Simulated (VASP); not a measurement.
Ta, 6 atoms in the cell. The cell holds a slab with vacuum, 6 atoms: a = 2.875 Å, b = 2.875 Å, c = 20.535 Å, α = 90.00°, β = 90.00°, γ = 109.47°. 

* Program: VASP 6.6.1
* Task: single point
* Functional: PBE
* Potentials or basis: VASP PAW PBE potentials, release 64 (Ta_pv)
* Cutoff: 520 eV
* k mesh: 13 × 13 × 1
* Occupations: fermi-dirac, width 0.1 eV
* Spin: no spin polarisation
* Dipole correction: yes
* Further INCAR settings: ALGO = Normal; EDIFF = 1e-07; NBANDS = 42

Potentials or basis: VASP PAW PBE potentials, release 64 (Ta_pv).

Run with:

```sh
$ cat potpaw_PBE.64/Ta_pv/POTCAR > POTCAR
$ mpirun -np 1 vasp_std > vasp.out
```

Hardware: 1 thread of AMD EPYC 7R43 64-Core Processor (Zen 3), on a shared host.

Question: Estimate the wall time of this run.

Answer: It took 14 min on 1 thread of AMD EPYC 7R43 64-Core Processor (Zen 3), on a shared host, peak memory 0.38 GiB. Counts: scf iterations 23, k points 49.
